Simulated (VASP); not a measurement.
# HfN (P6_3/mmc) in VASP: a series of runs, part 2 of 2

VASP 6.6.1. The steps go on from the part before.

### 3 Single point, r2SCAN (strain -0.030 along x and y, +0.015 along z)

The input, POSCAR:

```
HfN
1.0
    3.0499720507      0.0000000000      0.0000000000
   -1.5249860254      2.6413532767      0.0000000000
    0.0000000000      0.0000000000      5.5066236440
Hf N
2 2
Direct
    0.6666666667      0.3333333333      0.7500000000
    0.3333333333      0.6666666667      0.2500000000
    0.0000000000      0.0000000000      0.0000000000
    0.0000000000      0.0000000000      0.5000000000
```

The input, INCAR.step1:

```
  PREC = Accurate
  ENCUT = 520
  ISMEAR = 0
  SIGMA = 0.15
  LREAL = False
  LASPH = True
  NELM = 100
  NBANDS = 23
  GGA = PE
  ALGO = Normal
  EDIFF = 1E-4
  LWAVE = True
  LCHARG = False
```

The input, INCAR.step2:

```
  PREC = Accurate
  ENCUT = 520
  EDIFF = 1E-7
  ISMEAR = 0
  SIGMA = 0.15
  LREAL = False
  LASPH = True
  NELM = 100
  ALGO = Normal
  ISIF = 2
  LWAVE = False
  LCHARG = False
  METAGGA = R2SCAN
  LMIXTAU = True
  NBANDS = 23
  ISTART = 1
```

The input, KPOINTS:

```
regular mesh
0
Gamma
  18 18 10
```

Potentials or basis: VASP PAW PBE potentials, release 64 (Hf_pv, N).

Run with:

```sh
$ cat potpaw_PBE.64/Hf_pv/POTCAR potpaw_PBE.64/N/POTCAR > POTCAR
$ cp INCAR.step1 INCAR
$ mpirun -np 1 vasp_std > vasp.out
$ cp INCAR.step2 INCAR
$ mpirun -np 1 vasp_std > vasp.out
```

OUTCAR:

```text
PREC = Accurate
   ENCUT = 520
   EDIFF = 1E-7
   ISMEAR = 0
   LREAL = False
   LASPH = True
   NELM = 100
   ISIF = 2
   METAGGA = R2SCAN
   ISTART = 1

 ion  position               nearest neighbor table
   1  0.667  0.333  0.750-   3 2.24   4 2.24   3 2.24   4 2.24   3 2.24   4 2.24   2 3.27   2 3.27
                             2 3.27   2 3.27   2 3.27   2 3.27
   2  0.333  0.667  0.250-   3 2.24   4 2.24   3 2.24   4 2.24   3 2.24   4 2.24   1 3.27   1 3.27
                             1 3.27   1 3.27   1 3.27   1 3.27
   3  0.000  0.000  0.000-   1 2.24   2 2.24   2 2.24   1 2.24   1 2.24   2 2.24
   4  0.000  0.000  0.500-   1 2.24   2 2.24   2 2.24   1 2.24   1 2.24   2 2.24

  LATTYP: Found a hexagonal cell.
 ALAT       =     3.0499720507
 C/A-ratio  =     1.8054669198

  Lattice vectors:

 A1 = (   3.0499720507,   0.0000000000,   0.0000000000)
 A2 = (  -1.5249860254,   2.6413532767,   0.0000000000)
 A3 = (   0.0000000000,   0.0000000000,   5.5066236440)

Analysis of symmetry for initial positions (statically):
=====================================================================
 Subroutine PRICEL returns:
 Original cell was already a primitive cell.
[... 178 lines left out ...]

 val. band max:        8.1804285257   @ k =   0.3889   0.2222   0.4000
 cond. band min:       8.2055609316   @ k =   0.1111   0.1111   0.0000
 fundamental gap:      0.0251324060
 Fermi energy:         8.1978146203

 k-point     1 :       0.0000    0.0000    0.0000
  band No.  band energies     occupation
      1     -24.6497      2.00000
      2     -23.7300      2.00000
      3     -23.5338      2.00000
      4     -23.5338      2.00000
      5     -23.4872      2.00000
      6     -23.4872      2.00000
[... 613 lines left out ...]
     22      15.3845      0.00000
     23      16.4250      0.00000

 [... further k-points ...]

------------------------ aborting loop because EDIFF is reached ----------------------------------------

  FORCE on cell =-STRESS in cart. coord.  units (eV):
  Direction    XX          YY          ZZ          XY          YZ          ZX
  --------------------------------------------------------------------------------------
  -------------------------------------------------------------------------------------
  Total        5.0722817      5.0722817     -0.7385805     -0.0000000      0.0000000      0.0000000
  in kB      183.1918736    183.1918736    -26.6747683     -0.0000000      0.0000000      0.0000000
  external PRESSURE =     113.2363263 kB  Pullay stress =       0.0000000 kB

 VOLUME and BASIS-vectors are now :
 -----------------------------------------------------------------------------
  energy-cutoff  :      520.00
  volume of cell :       44.36
      direct lattice vectors                 reciprocal lattice vectors
     3.049972051  0.000000000  0.000000000     0.327871857  0.189296905  0.000000000
    -1.524986025  2.641353277  0.000000000     0.000000000  0.378593810  0.000000000
     0.000000000  0.000000000  5.506623644     0.000000000  0.000000000  0.181599482

 POSITION                                       TOTAL-FORCE (eV/Angst)
 -----------------------------------------------------------------------------------
      1.52499      0.88045      4.12997        -0.000000      0.000000      0.000000
     -0.00000      1.76090      1.37666         0.000000      0.000000      0.000000
      0.00000      0.00000      0.00000         0.000000      0.000000      0.000000
      0.00000      0.00000      2.75331         0.000000      0.000000      0.000000
 -----------------------------------------------------------------------------------
    total drift:                                0.000000     -0.000000      0.000000

  FREE ENERGIE OF THE ION-ELECTRON SYSTEM (eV)
  ---------------------------------------------------
  free  energy   TOTEN  =      -116.2643434305 eV

  energy  without entropy=     -116.2545735745  energy(sigma->0) =     -116.25945850
```

OSZICAR.step1:

```text
N       E                     dE             d eps       ncg     rms          rms(c)
DAV:   1     0.112865597269E+03    0.11287E+03   -0.16657E+04 10244   0.131E+03
DAV:   2    -0.431451115301E+02   -0.15601E+03   -0.14806E+03 13338   0.316E+02
DAV:   3    -0.491854233292E+02   -0.60403E+01   -0.59886E+01 13374   0.498E+01
DAV:   4    -0.492333343539E+02   -0.47911E-01   -0.47872E-01 11656   0.481E+00
DAV:   5    -0.492338899514E+02   -0.55560E-03   -0.55546E-03 13674   0.433E-01    0.789E+01
DAV:   6    -0.433379083548E+02    0.58960E+01   -0.25738E+01 12374   0.270E+01    0.598E+01
DAV:   7    -0.432500586977E+02    0.87850E-01   -0.17758E+00 11960   0.827E+00    0.227E+01
DAV:   8    -0.432277258047E+02    0.22333E-01   -0.94728E-02 13212   0.210E+00    0.359E+00
DAV:   9    -0.432219992927E+02    0.57265E-02   -0.37999E-02 11864   0.108E+00    0.301E+00
DAV:  10    -0.432212534448E+02    0.74585E-03   -0.95182E-03 12337   0.600E-01    0.113E+00
DAV:  11    -0.432209569673E+02    0.29648E-03   -0.12905E-03 12546   0.232E-01    0.576E-02
DAV:  12    -0.432209580462E+02   -0.10789E-05   -0.64098E-05  7291   0.565E-02
   1 F= -.43220958E+02 E0= -.43215712E+02  d E =-.104921E-01
```

Wall time 11 min (1 thread of Intel Xeon Platinum 8259CL at 2.50GHz (Skylake/Cascade Lake), shared host); peak memory 0.32 GiB.

Results:

- Free energy: -116.2643 eV
- Pressure: 11.3 GPa
- Band gap on the k mesh: zero (bands 15 and 16 overlap by 2.28 eV)

Stress tensor (GPa, compression positive):
```
18.32  0.00  0.00
 0.00 18.32  0.00
 0.00  0.00 -2.67
```

Caveat: the cell differs from its parent crystal (strain -0.030 along x and y, +0.015 along z); the cell stands under pressure; the PAW data sets were made with another functional, which shifts forces and pressure a little; spin-orbit coupling is left out, which moves the levels of the heavy elements.

### 4 Single point, r2SCAN (strain -0.015 along x and y, -0.015 along z)

The input, POSCAR:

```
HfN
1.0
    3.0971365670      0.0000000000      0.0000000000
   -1.5485682835      2.6821989460      0.0000000000
    0.0000000000      0.0000000000      5.3438662950
Hf N
2 2
Direct
    0.6666666667      0.3333333333      0.7500000000
    0.3333333333      0.6666666667      0.2500000000
    0.0000000000      0.0000000000      0.0000000000
    0.0000000000      0.0000000000      0.5000000000
```

The input, INCAR.step1:

```
PREC     = Accurate       # precision mode
ENCUT    = 520            # plane-wave cutoff, eV
ISMEAR   = 0              # smearing method
SIGMA    = 0.15           # smearing width, eV
LREAL    = False          # projectors in reciprocal space
LASPH    = True           # aspherical terms in the spheres
NELM     = 100            # most SCF steps
NBANDS   = 23             # bands
GGA      = PE             # functional
ALGO     = Normal         # electronic algorithm
EDIFF    = 1E-4           # SCF threshold, eV
LWAVE    = True           # write WAVECAR
LCHARG   = False          # write CHGCAR
```

The input, INCAR.step2:

```
PREC     = Accurate       # precision mode
ENCUT    = 520            # plane-wave cutoff, eV
EDIFF    = 1E-6           # SCF threshold, eV
ISMEAR   = 0              # smearing method
SIGMA    = 0.15           # smearing width, eV
LREAL    = False          # projectors in reciprocal space
LASPH    = True           # aspherical terms in the spheres
NELM     = 100            # most SCF steps
ALGO     = Normal         # electronic algorithm
ISIF     = 2              # what is computed and relaxed
LWAVE    = False          # write WAVECAR
LCHARG   = False          # write CHGCAR
METAGGA  = R2SCAN         # meta-GGA
LMIXTAU  = True         
NBANDS   = 23             # bands
ISTART   = 1
```

The input, KPOINTS:

```
Automatic mesh
0
Gamma
  18 18 10
```

Run with:

```sh
$ cat potpaw_PBE.64/Hf_pv/POTCAR potpaw_PBE.64/N/POTCAR > POTCAR
$ cp INCAR.step1 INCAR
$ mpirun -np 1 vasp_std > vasp.out
$ cp INCAR.step2 INCAR
$ mpirun -np 1 vasp_std > vasp.out
```

Run time: 7.7 min. Hardware: 1 thread of Intel Xeon Platinum 8259CL at 2.50GHz (Skylake/Cascade Lake), shared host; peak memory 0.32 GiB.

The run converged. Its results:

| Property | Result |
| --- | --- |
| Free energy | -116.3529 eV |
| Pressure | 11.1 GPa |
| Band gap on the k mesh | zero (bands 15 and 16 overlap by 2.57 eV) |

Stress tensor (GPa, compression positive):
```
10.98  0.00  0.00
 0.00 10.98  0.00
 0.00  0.00 11.37
```

Levels at points of the mesh, in eV from the Fermi level:
```tsv
k point	band 11	band 12	band 13	band 14	band 15	band 16	band 17	band 18	band 19	band 20
(0.00, 0.00, 0.00)	-5.21	-4.03	-4.03	-2.00	-0.48	0.87	0.87	1.42	2.10	2.10
(0.50, 0.00, 0.00)	-6.25	-6.00	-3.63	-2.99	-2.74	2.63	3.08	4.85	5.03	6.05
(0.00, 0.00, 0.50)	-4.84	-4.84	-4.84	-4.84	2.08	2.08	3.20	3.20	3.20	3.20
(0.50, 0.00, 0.50)	-5.93	-5.93	-4.93	-4.93	-0.31	-0.31	5.16	5.16	5.21	5.21
```

Caveat: the cell differs from its parent crystal (strain -0.015 along x and y, -0.015 along z); the cell stands under pressure; the PAW data sets were made with another functional, which shifts forces and pressure a little; spin-orbit coupling is left out, which moves the levels of the heavy elements.

### 5 Overview

| cell | gap on the mesh (eV) | pressure (GPa) |
| --- | --- | --- |
| a = 3.097, b = 3.097, c = 5.262 Å, angles 90.0, 90.0, 120.0°, 4 atoms | none | 16.4 |
| a = 3.050, b = 3.050, c = 5.507 Å, angles 90.0, 90.0, 120.0°, 4 atoms | none | 11.3 |
| a = 3.097, b = 3.097, c = 5.344 Å, angles 90.0, 90.0, 120.0°, 4 atoms | none | 11.1 |

Alike in all rows: task single point; level r2SCAN; potentials or basis VASP PAW PBE potentials, release 64 (Hf_pv, N); no spin polarisation; k mesh 18 × 18 × 10; cutoff (eV) 520; smearing gaussian 0.15 eV.

Caveats: the cell stands under pressure; the PAW data sets were made with another functional, which shifts forces and pressure a little; spin-orbit coupling is left out, which moves the levels of the heavy elements.

Total energies depend on the potentials used, so only differences within one code and one set of settings carry meaning.
